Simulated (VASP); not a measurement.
Here is a VASP 6.6.1 calculation.

The input INCAR:

```
PREC = Accurate
ENCUT = 600
EDIFF = 1E-6
ISMEAR = -1
SIGMA = 0.1
LREAL = F
LASPH = T
NELM = 80
ALGO = Normal
ISIF = 3
LWAVE = F
LCHARG = F
GGA = PE
IBRION = 2
NSW = 60
EDIFFG = -0.005
PSTRESS = 320.0
```

The input KPOINTS:

```
regular mesh
0
Gamma
  13 13 7
```

POSCAR

```
HfO2
1.0
    2.7809817274      0.0000000000      0.0000000000
   -1.3904908637      2.4084008234      0.0000000000
    0.0000000000      0.0000000000      4.4495707638
Hf O
1 2
Direct
    0.0000000000      0.0000000000      0.0000000000
    0.3333333333      0.6666666667      0.2500000000
    0.6666666667      0.3333333333      0.7500000000
```

Potentials or basis: VASP PAW PBE potentials, release 64 (Hf_pv, O).

Launch:

```console
$ cat potpaw_PBE.64/Hf_pv/POTCAR potpaw_PBE.64/O/POTCAR > POTCAR
$ mpirun -np 1 vasp_std > vasp.out
```

Problem. Estimate the relaxed volume.

Solution. 10.75 Å³/atom.

Problem. What does it give for the relaxed cell?

Solution. a = 3.141 Å, b = 3.141 Å, c = 3.774 Å, α = 90.00°, β = 90.00°, γ = 120.00°.

Step by step:
```csv
step,energy change (eV),largest force (eV/Å),pressure (GPa),volume (Å³)
1,0.0000,1.9470,99.74,29.80
2,-0.0247,4.2842,-41.28,50.87
3,-2.5653,2.2655,11.52,36.01
4,-2.4338,1.8837,19.55,35.12
5,-2.3922,1.7812,21.74,34.90
6,-2.8249,0.3582,27.19,33.73
7,-2.8042,0.5503,27.85,33.59
8,-2.7981,0.5955,27.99,33.55
9,-2.5916,0.5643,36.05,32.36
10,-2.5761,0.5600,36.61,32.28
11,-2.5835,0.0367,33.08,32.23
12,-2.5822,0.0565,32.48,32.22
13,-2.5825,0.0434,32.54,32.23
14,-2.5954,0.0268,31.97,32.29
15,-2.6059,0.0134,31.51,32.34
16,-2.5978,0.0269,31.93,32.30
17,-2.5938,0.0457,32.15,32.28
18,-2.5931,0.0335,32.00,32.27
19,-2.5927,0.0261,31.88,32.27
20,-2.5888,0.0166,31.97,32.25
21,-2.5845,0.0059,32.09,32.23
22,-2.5850,0.0070,32.12,32.23
23,-2.5869,0.0124,32.04,32.24
24,-2.5855,0.0091,32.03,32.24
25,-2.5851,0.0076,32.07,32.23
26,-2.5872,0.0060,31.92,32.24
27,-2.5862,0.0012,31.99,32.24
```

Caveat: the cell is relaxed towards a set pressure, so the enthalpy falls and the energy may rise.
